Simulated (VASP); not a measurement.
Here is a VASP 6.6.1 calculation.

INCAR

```
ALGO = Normal
DIPOL = 0.5 0.5 0.345
EDIFF = 1E-6
ENCUT = 520
IDIPOL = 3
ISIF = 2
ISMEAR = 0
LASPH = True
LCHARG = True
LDIPOL = True
LELF = True
LREAL = Auto
LVACPOTAV = True
LVHAR = True
LWAVE = False
NBANDS = 45
NELM = 80
PREC = Accurate
SIGMA = 0.05
```

KPOINTS

```
k-points
0
Gamma
  4 8 1
```

Contents of POSCAR:

```
Si3H2C4
1.0
    6.1223116280      0.0000000000      0.0000000000
    0.0000000000      3.0611558140      0.0000000000
    0.0000000000      0.0000000000     19.9960979072
C Si H
8 6 4
Direct
    0.5000000000      0.5000000000      0.2326656844
    0.0000000000      0.5000000000      0.2326656844
    0.7500000000      0.0000000000      0.3409150060
    0.2500000000      0.0000000000      0.3409150060
    0.0000056944      0.5000000000      0.4510524965
    0.4999996099      0.5000000000      0.4301173013
    0.3884230780      0.0000000000      0.5244237357
    0.6115626788      0.0000000000      0.5244237357
    0.2500000000      0.5000000000      0.2867903452
    0.7500000000      0.5000000000      0.2867903452
    0.4999999172      0.0000000000      0.3857921895
   -0.0000034297      0.0000000000      0.3945336553
    0.7269330181      0.5000000000      0.4924195902
    0.2730688932      0.5000000000      0.4924169891
    0.5000000000      0.2236746754      0.1987605550
    0.5000000000      0.7763253246      0.1987605550
    0.0000000000      0.7759774367      0.1986431602
    0.0000000000      0.2240225633      0.1986431602
```

Potentials or basis: VASP PAW LDA potentials, release 64 (C, Si, H).

Launch:

```sh
$ cat potpaw_LDA.64/C/POTCAR potpaw_LDA.64/Si/POTCAR potpaw_LDA.64/H/POTCAR > POTCAR
$ mpirun -np 1 vasp_std > vasp.out
```

Q: What does it give for the band gap on the k mesh?

A: 0.51 eV (least direct gap 1.21 eV).

Q: What does it give for the largest force?

A: 2.415 eV/Å.

Forces in eV/Å, atoms in the order of the input:
```
C    0.000  0.000  0.800
C    0.000  0.000  0.528
C    1.692  0.000 -1.724
C   -1.692  0.000 -1.724
C   -0.003  0.000  0.025
C    0.001  0.000 -0.025
C   -0.070  0.000  1.966
C    0.070  0.000  1.966
Si  -0.590  0.000 -0.843
Si   0.590  0.000 -0.843
Si   0.000  0.000 -0.001
Si   0.001  0.000 -0.010
Si   0.021  0.000  0.002
Si  -0.021  0.000  0.003
H    0.000 -0.034 -0.023
H    0.000  0.034 -0.023
H    0.000  0.039 -0.037
H    0.000 -0.039 -0.037
```
